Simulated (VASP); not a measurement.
A run of VASP 6.6.1 is set up as follows.

The input INCAR:

```
PREC = Accurate
ENCUT = 600
EDIFF = 1E-7
ISMEAR = -1
SIGMA = 0.05
LREAL = F
LASPH = T
NELM = 60
ALGO = Normal
ISIF = 3
LWAVE = F
LCHARG = F
GGA = PE
IBRION = 2
NSW = 45
EDIFFG = -0.005
```

Contents of KPOINTS:

```
Automatic mesh
0
Gamma
  14 14 8
```

The input POSCAR:

```
Sn
1.0
    3.3543233607      0.0000000000      0.0000000000
   -1.6771616804      2.9049292428      0.0000000000
    0.0000000000      0.0000000000      5.6981373241
Sn
2
Direct
    0.3333333333      0.6666666667      0.2500000000
    0.6666666667      0.3333333333      0.7500000000
```

Potentials or basis: VASP PAW PBE potentials, release 64 (Sn_d).

Run with:

```console
$ cat potpaw_PBE.64/Sn_d/POTCAR > POTCAR
$ mpirun -np 1 vasp_std > vasp.out
```

(1) Estimate the band gap on the k mesh.

Answers

(1) zero (bands 14 and 15 overlap by 8.06 eV).

Caveat: the relaxation stopped at its first step, so nothing moved; spin-orbit coupling is left out, which moves the levels of the heavy elements.
